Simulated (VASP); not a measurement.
NaCl: elastic constants with PBEsol

Crystal: NaCl.

```
Na Cl
1.0
     0.00000    2.80095    2.80095
     2.80095    0.00000    2.80095
     2.80095    2.80095    0.00000
Na Cl
1 1
Cartesian
  0.0000 0.0000 0.0000
  2.8010 2.8010 2.8010
```

```
Program                   : VASP 6.6.1
Task                      : elastic constants
Functional                : PBEsol
Potentials or basis       : VASP PAW PBE potentials, release 64 (Na_pv, Cl)
Cutoff                    : 600 eV
k mesh                    : 8 × 8 × 8
Occupations               : gaussian, width 0.01 eV
Spin                      : no spin polarisation
Dipole correction         : no
Ions in elastic constants : relaxed
Further INCAR settings    : ALGO = Normal; EDIFF = 1e-08; NBANDS = 14; IBRION = 6; POTIM = 0.015; NSW = 1; ISIF = 3
```

| Property | Result |
| --- | --- |
| Elastic constants C11, C12, C44 | 56, 11, 12 GPa |
| Voigt bulk modulus | 26 GPa |
| Highest phonon frequency at Γ, LO-TO splitting left out | 169 cm⁻¹ |

Phonon frequencies in cm⁻¹ (negative: imaginary):
```csv
q point,frequencies
"(0.000, 0.000, 0.000)",0 0 0 169 169 169
```

Elastic tensor in Voigt notation (GPa, in the Cartesian axes of the cell as first typed):
```
56 11 11  0  0  0
11 56 11  0  0  0
11 11 56  0  0  0
 0  0  0 12  0  0
 0  0  0  0 12  0
 0  0  0  0  0 12
```

Clamped-ion elastic tensor (GPa):
```
56 11 11  0  0  0
11 56 11  0  0  0
11 11 56  0  0  0
 0  0  0 12  0  0
 0  0  0  0 12  0
 0  0  0  0  0 12
```

Run time: 15 min on 1 thread of AMD EPYC 7R43 64-Core Processor (Zen 3), on a shared host, peak memory 0.24 GiB.

Caveat: the PAW data sets were made with another functional, which shifts forces and pressure a little.
